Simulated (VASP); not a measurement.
# BN (P6_3/mmc) in VASP: relaxation of cell and atoms with r2SCAN

Aim: the relaxation of cell and atoms of BN with r2SCAN.

Everything below comes from runs of VASP 6.6.1. Logs are shortened: lines on timing, memory, paths and dates and some standing lists are left out, and cuts for length are marked.

### Step 1. The cell of the first run

Symmetry: P6_3/mmc, No. 194, hexagonal system. Conventional cell: a = 2.498 Å, b = 2.498 Å, c = 6.636 Å, α = 90.00°, β = 90.00°, γ = 120.00°. Within 1.9 Å of B (site symmetry -6m2) lie 3 N at 1.44 Å. N (site symmetry -6m2) has 3 B at 1.44 Å within 1.9 Å.

### Step 2. Relaxation of cell and atoms, r2SCAN

Input file POSCAR:

```
BN
1.0
    2.4982400000      0.0000000000      0.0000000000
   -1.2491200000      2.1635393048      0.0000000000
    0.0000000000      0.0000000000      6.6357000000
B N
2 2
Direct
    0.3333333333      0.6666666667      0.2500000000
    0.6666666667      0.3333333333      0.7500000000
    0.3333333333      0.6666666667      0.7500000000
    0.6666666667      0.3333333333      0.2500000000
```

Input file INCAR.step1:

```
  ALGO = Normal
  EDIFF = 1E-5
  EDIFFG = -0.005
  ENCUT = 660
  GGA = PE
  GGA_COMPAT = F
  IBRION = 2
  ISIF = 3
  ISMEAR = -1
  LASPH = T
  LCHARG = F
  LREAL = F
  LWAVE = T
  NELM = 120
  NELMIN = 4
  NSW = 100
  PREC = Accurate
  SIGMA = 0.08
```

Input file INCAR.step2:

```
  ALGO = Normal
  EDIFF = 1E-7
  EDIFFG = -0.002
  ENCUT = 660
  GGA_COMPAT = F
  IBRION = 2
  ISIF = 3
  ISMEAR = -1
  ISTART = 1
  LASPH = T
  LCHARG = F
  LMIXTAU = T
  LREAL = F
  LWAVE = F
  METAGGA = R2SCAN
  NELM = 120
  NELMIN = 4
  NSW = 100
  PREC = Accurate
  SIGMA = 0.08
```

Input file KPOINTS:

```
k-points
0
Gamma
  20 20 6
```

Potentials or basis: VASP PAW PBE potentials, release 64 (B, N).

Launch:

```
cat potpaw_PBE.64/B/POTCAR potpaw_PBE.64/N/POTCAR > POTCAR
cp INCAR.step1 INCAR
mpirun -np 1 vasp_std > vasp.out
cp INCAR.step2 INCAR
mpirun -np 1 vasp_std > vasp.out
```

OUTCAR:

```text
EDIFF = 1E-7
   EDIFFG = -0.002
   ENCUT = 660
   IBRION = 2
   ISIF = 3
   ISMEAR = -1
   ISTART = 1
   LASPH = T
   LREAL = F
   METAGGA = R2SCAN
   NELM = 120
   NELMIN = 4
   NSW = 100
   PREC = Accurate

 ion  position               nearest neighbor table
   1  0.333  0.667  0.250-   4 1.44   4 1.44   4 1.44
   2  0.667  0.333  0.750-   3 1.44   3 1.44   3 1.44
   3  0.333  0.667  0.750-   2 1.44   2 1.44   2 1.44
   4  0.667  0.333  0.250-   1 1.44   1 1.44   1 1.44

  LATTYP: Found a hexagonal cell.
 ALAT       =     2.4982400000
 C/A-ratio  =     2.6561499296

  Lattice vectors:

 A1 = (   2.4982400000,   0.0000000000,   0.0000000000)
 A2 = (  -1.2491200000,   2.1635393048,   0.0000000000)
 A3 = (   0.0000000000,   0.0000000000,   6.6357000000)

Analysis of symmetry for initial positions (statically):
=====================================================================
 Subroutine PRICEL returns:
 Original cell was already a primitive cell.

 Routine SETGRP: Setting up the symmetry group for a
 hexagonal supercell.

 Subroutine GETGRP returns: Found 24 space group operations
 (whereof 12 operations were pure point group operations)
 out of a pool of 24 trial point group operations.

The static configuration has the point symmetry D_3d.
 The point group associated with its full space group is D_6h.

Analysis of symmetry for dynamics (positions and initial velocities):
=====================================================================
 Subroutine PRICEL returns:
 Original cell was already a primitive cell.

 Routine SETGRP: Setting up the symmetry group for a
 hexagonal supercell.

 Subroutine GETGRP returns: Found 24 space group operations
 (whereof 12 operations were pure point group operations)
 out of a pool of 24 trial point group operations.

The dynamic configuration has the point symmetry D_3d.
 The point group associated with its full space group is D_6h.

 Subroutine INISYM returns: Found 24 space group operations
 (whereof 12 operations are pure point group operations),
 and found     1 'primitive' translations

----------------------------------------------------------------------------------------

                                     Primitive cell

  volume of cell :      35.8662

  direct lattice vectors                    reciprocal lattice vectors
     2.498240000  0.000000000  0.000000000     0.400281798  0.231102804  0.000000000
    -1.249120000  2.163539305  0.000000000     0.000000000  0.462205608  0.000000000
     0.000000000  0.000000000  6.635700000     0.000000000  0.000000000  0.150700002

  length of vectors
     2.498240000  2.498240000  6.635700000     0.462205608  0.462205608  0.150700002

  position of ions in fractional coordinates (direct lattice)
     0.333333333  0.666666667  0.250000000
     0.666666667  0.333333333  0.750000000
     0.333333333  0.666666667  0.750000000
     0.666666667  0.333333333  0.250000000

  ion indices of the primitive-cell ions
   primitive index   ion index
                 1           1
                 2           2
                 3           3
                 4           4

----------------------------------------------------------------------------------------

 KPOINTS: k-points

Automatic generation of k-mesh.
 Grid dimensions read from file:
 generate k-points for:   20   20    6

 Generating k-lattice:

  Cartesian coordinates                     Fractional coordinates (reciprocal lattice)
     0.020014090  0.011555140  0.000000000     0.050000000 -0.000000000  0.000000000
     0.000000000  0.023110280  0.000000000     0.000000000  0.050000000  0.000000000
     0.000000000  0.000000000  0.025116667     0.000000000  0.000000000  0.166666667

  Length of vectors
     0.023110280  0.023110280  0.025116667

  Shift w.r.t. Gamma in fractional coordinates (k-lattice)
     0.000000000  0.000000000  0.000000000

 Subroutine IBZKPT returns following result:
 ===========================================

 Found    176 irreducible k-points:

 Following reciprocal coordinates:
            Coordinates               Weight
  0.000000  0.000000  0.000000      1.000000
  0.050000  0.000000  0.000000      6.000000
  0.100000  0.000000  0.000000      6.000000
  0.150000  0.000000  0.000000      6.000000
  0.200000  0.000000  0.000000      6.000000
  0.250000  0.000000  0.000000      6.000000
[... 16 lines left out ...]
  0.200000  0.100000  0.000000     12.000000
  0.250000  0.100000  0.000000     12.000000
 [... further k-points ...]
   k-points           NKPTS =    176   k-points in BZ     NKDIM =    176   number of bands    NBANDS=     12
   number of dos      NEDOS =    301   number of ions     NIONS =      4
   total plane-waves  NPLWV =  32256
   dimension x,y,z NGX =    24 NGY =   24 NGZ =   56
   dimension x,y,z NGXF=    48 NGYF=   48 NGZF=  112
   ions per type =               2   2
   NGX,Y,Z   is equivalent  to a cutoff of  15.97, 15.97, 14.03 a.u.
   NGXF,Y,Z  is equivalent  to a cutoff of  31.94, 31.94, 28.06 a.u.
 SYSTEM =  unknown system
   PREC   = accura    normal or accurate (medium, high low for compatibility)
   ISTART =      1    job   : 0-new  1-cont  2-samecut
   ICHARG =      0    charge: 1-file 2-atom 10-const
   ISPIN  =      1    spin polarized calculation?
   LNONCOLLINEAR =      F non collinear calculations
   LSORBIT =      F    spin-orbit coupling
   LASPH  =      T    aspherical Exc in radial PAW
   ENCUT  =  660.0 eV  48.51 Ry    6.96 a.u.   5.23  5.23 13.90*2*pi/ulx,y,z
   NELM   =    120;   NELMIN=  4; NELMDL=  0     # of ELM steps
   EDIFF  = 0.1E-06   stopping-criterion for ELM
   LREAL  =      F    real-space projection
   EDIFFG = -.2E-02   stopping-criterion for IOM
   NSW    =    100    number of steps for IOM
   IBRION =      2    ionic relax: 0-MD 1-quasi-New 2-CG
   NFREE  =      1    steps in history (QN), initial steepest desc. (CG)
   ISIF   =      3    stress and relaxation
   ISYM   =      2    0-nonsym 1-usesym 2-fastsym
   POTIM  = 0.5000    time-step for ionic-motion
   TEBEG  =    0.0;   TEEND  =   0.0 temperature during run
   PSTRESS=    0.0 pullay stress
   NELECT =      16.0000    total number of electrons
   NUPDOWN=      -1.0000    fix difference up-down
   EMIN   =  10.00;   EMAX   =-10.00  energy-range for DOS
   EFERMI =   0.00;   METHOD = LEGACY
   ISMEAR =    -1;   SIGMA  =   0.08  broadening in eV -4-tet -1-fermi 0-gaus
   EFERMI_NEDOS =   21; number of points for ismear=-14 and -15
   IALGO  =     38    algorithm
   IMIX   =      4    mixing-type and parameters
     AMIX     =   0.40;   BMIX     =  1.00
     AMIX_MAG =   1.60;   BMIX_MAG =  1.00
  volume/ion in A,a.u.               =       8.97        60.51
  Fermi-wavevector in a.u.,A,eV,Ry     =   1.250891  2.363842 21.289433  1.564729
  Thomas-Fermi vector in A             =   2.384864
   LORBIT       =      0    0 simple, 1 ext, 2 COOP (PROOUT), +10 PAW based schemes
   METAGGA = R2SCAN    functional components
   LHFCALC =     F    Hartree Fock is set to
   AEXX    =    0.0000 exact exchange contribution
   IVDW    =     0    specifies the selected vdW correction
   LEPSILON=     F    determine dielectric tensor
   LRPA    =     F    only Hartree local field effects (RPA)
 conjugate gradient relaxation of ions
 non-spin polarized calculation
  energy-cutoff  :      660.00
  volume of cell :       35.87
 maximum number of plane-waves:      1404
 NGX is ok and might be reduce to    24
   NGX = 11   NGY = 11   NGZ = 27

--------------------------------------- Ionic step        1  -------------------------------------------

 number of electron      15.9999998 magnetization

 Free energy of the ion-electron system (eV)
  ---------------------------------------------------
  ext. energy  EPLUGINS =         0.00000000
  ---------------------------------------------------
  free energy    TOTEN  =       -38.59647744 eV

  energy without entropy =      -38.59647744  energy(sigma->0) =      -38.59647744

------------------------ aborting loop because EDIFF is reached ----------------------------------------

  FORCE on cell =-STRESS in cart. coord.  units (eV):
  Direction    XX          YY          ZZ          XY          YZ          ZX
  --------------------------------------------------------------------------------------
  -------------------------------------------------------------------------------------
  Total        0.4355476      0.4355476      0.1794865      0.0000000     -0.0000000      0.0000000
  in kB       19.4563136     19.4563136      8.0178275      0.0000000     -0.0000000      0.0000000
  external PRESSURE =      15.6434849 kB  Pullay stress =       0.0000000 kB
[... 95 lines left out ...]
  FREE ENERGIE OF THE ION-ELECTRON SYSTEM (eV)
  ---------------------------------------------------
  free  energy   TOTEN  =       -38.5973553290 eV

  energy  without entropy=      -38.5973553289  energy(sigma->0) =      -38.59735533

[... ionic steps 4 to 8 ...]

--------------------------------------- Ionic step        9  -------------------------------------------

 number of electron      15.9999998 magnetization

------------------------ aborting loop because EDIFF is reached ----------------------------------------
[... 71 lines left out ...]
--------------------------------------- Ionic step       11  -------------------------------------------

 number of electron      15.9999998 magnetization

 Free energy of the ion-electron system (eV)
  ---------------------------------------------------
  ext. energy  EPLUGINS =         0.00000000
  ---------------------------------------------------
  free energy    TOTEN  =       -38.59969965 eV

  energy without entropy =      -38.59969965  energy(sigma->0) =      -38.59969965

 E-fermi :   3.5367     XC(G=0): -10.5482

 val. band max:        1.8141533184   @ k =   0.3000   0.3000   0.0000
 cond. band min:       6.7055153479   @ k =   0.5000   0.0000   0.0000
 fundamental gap:      4.8913620295
 Fermi energy:         3.5366803706

 k-point     1 :       0.0000    0.0000    0.0000
  band No.  band energies     occupation
      1     -16.9865      2.00000
      2     -16.7541      2.00000
      3      -4.4724      2.00000
      4      -2.5698      2.00000
      5       0.4394      2.00000
      6       0.4394      2.00000
      7       0.4684      2.00000
      8       0.4684      2.00000
      9       7.2269      0.00000
     10      12.4775      0.00000
     11      14.1148      0.00000
     12      14.1148      0.00000
[... 331 lines left out ...]
 k-point    24 :       0.2500    0.1000    0.0000
  band No.  band energies     occupation
      1     -15.1489      2.00000
      2     -14.9729      2.00000
      3      -4.6806      2.00000
      4      -4.6323      2.00000
      5      -2.2005      2.00000
      6      -2.1510      2.00000
      7      -1.8874      2.00000
      8      -0.2907      2.00000
      9      10.1702      0.00000
     10      10.1847      0.00000
     11      10.6477      0.00000
     12      13.7673      0.00000

 [... further k-points ...]

------------------------ aborting loop because EDIFF is reached ----------------------------------------

  FORCE on cell =-STRESS in cart. coord.  units (eV):
  Direction    XX          YY          ZZ          XY          YZ          ZX
  --------------------------------------------------------------------------------------
  -------------------------------------------------------------------------------------
  Total        0.0017377      0.0017377     -0.0001320      0.0000000     -0.0000000      0.0000000
  in kB        0.0751167      0.0751167     -0.0057041      0.0000000     -0.0000000      0.0000000
  external PRESSURE =       0.0481764 kB  Pullay stress =       0.0000000 kB
[... 19 lines left out ...]
  FREE ENERGIE OF THE ION-ELECTRON SYSTEM (eV)
  ---------------------------------------------------
  free  energy   TOTEN  =       -38.5996996491 eV

  energy  without entropy=      -38.5996996491  energy(sigma->0) =      -38.59969965

 reached required accuracy - stopping structural energy minimisation
```

Run time: 25 min. Hardware: 1 thread of Intel Xeon 6975P-C (Granite Rapids), shared host; peak memory 0.27 GiB.

Results:

```
Free energy                           : -38.5997 eV
Relaxed volume                        : 9.27 Å³/atom
Relaxed cell                          : a = 2.503 Å, b = 2.503 Å, c = 6.834 Å, α = 90.00°, β = 90.00°, γ = 120.00°
Space group after relaxing (to 0.1 Å) : P6_3/mmc (No. 194)
Energy gained by relaxing             : 0.8 meV/atom
Ionic steps                           : 11
Pressure after relaxing               : 0.0 GPa
Band gap on the k mesh                : 4.89 eV (least direct gap 5.38 eV)
```

Step by step:
| step | energy change (eV) | largest force (eV/Å) | pressure (GPa) | volume (Å³) |
| --- | --- | --- | --- | --- |
| 1 | 0.0000 | 0.0000 | 1.56 | 35.87 |
| 2 | 0.0019 | 0.0000 | -2.30 | 36.32 |
| 3 | -0.0009 | 0.0000 | 0.16 | 36.03 |
| 4 | -0.0012 | 0.0000 | 0.15 | 36.10 |
| 5 | -0.0020 | 0.0000 | 0.12 | 36.31 |
| 6 | -0.0030 | 0.0000 | 0.08 | 36.72 |
| 7 | -0.0028 | 0.0000 | 0.05 | 37.55 |
| 8 | -0.0032 | 0.0000 | 0.06 | 37.08 |
| 9 | -0.0032 | 0.0000 | 0.06 | 37.06 |
| 10 | -0.0031 | 0.0000 | -0.56 | 37.14 |
| 11 | -0.0032 | 0.0000 | 0.00 | 37.06 |

Final structure:
```xyz
4
Lattice="2.5025 0.0000 0.0000 -1.2513 2.1673 0.0000 0.0000 0.0000 6.8337" Properties=species:S:1:pos:R:3 pbc="T T T"
B     0.0000    1.4448    1.7084
B     1.2513    0.7224    5.1252
N     0.0000    1.4448    5.1252
N     1.2513    0.7224    1.7084
```

Caveat: the PAW data sets were made with another functional, which shifts forces and pressure a little.
